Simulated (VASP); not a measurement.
Here is a VASP 6.6.1 calculation.

File INCAR:

```
PREC = Accurate
ENCUT = 520
EDIFF = 1E-6
ISMEAR = 0
SIGMA = 0.05
LREAL = Auto
LASPH = T
NELM = 80
ALGO = Normal
ISIF = 2
LWAVE = F
LCHARG = T
GGA = PS
LELF = T
LVHAR = T
NELECT = 56.0
NBANDS = 42
```

KPOINTS

```
Automatic mesh
0
Gamma
  4 4 4
```

The input POSCAR:

```
Mg8S7
1.0
    4.0287906947      0.0000000000     -6.4151922106
    4.0287906947      0.0000000000      6.4151922106
   -4.0287906947     -6.9780701763      0.0000000000
Mg S
8 7
Direct
    0.9773831904      0.2617319910      0.3390927492
    0.4027955839      0.9098011253      0.3602536140
    0.8992405576      0.4160196503      0.8243843720
    0.3401985769      0.8706794866      0.7915078038
    0.3338854389      0.4133759644      0.1461639070
    0.9037607763      0.7788500996      0.1427646863
    0.3830785800      0.3379109544      0.6810117812
    0.8343718966      0.8919365007      0.6492886838
    0.0706916122      0.5291060920      0.1840729554
    0.6129875149      0.0410242940      0.6956022048
    0.1455162793      0.4855982174      0.6784880175
    0.6774400985      0.8308874104      0.2928007240
    0.2482048675      0.1534756716      0.3181103004
    0.7524397559      0.6378929152      0.8007120678
    0.2323773797      0.1273378146      0.8457461520
```

Potentials or basis: VASP PAW PBE potentials, release 64 (Mg, S).

Command:

```sh
$ cat potpaw_PBE.64/Mg/POTCAR potpaw_PBE.64/S/POTCAR > POTCAR
$ mpirun -np 1 vasp_std > vasp.out
```

Question: Estimate the largest force.

Answer: 0.151 eV/Å.

Forces in eV/Å, atoms in the order of the input:
```
Mg   0.097 -0.063 -0.045
Mg   0.040  0.039 -0.035
Mg   0.009 -0.070 -0.067
Mg  -0.025  0.096  0.046
Mg   0.013 -0.101 -0.003
Mg   0.035  0.017 -0.063
Mg   0.014  0.081  0.045
Mg  -0.050 -0.025  0.053
S   -0.058  0.033  0.101
S   -0.024 -0.111  0.024
S    0.013  0.011  0.046
S   -0.093  0.067 -0.099
S    0.003  0.002 -0.098
S    0.037  0.018  0.061
S   -0.011  0.008  0.034
```

Caveat: the cell carries a net charge on a neutralising background, which shifts energy and pressure; the PAW data sets were made with another functional, which shifts forces and pressure a little.
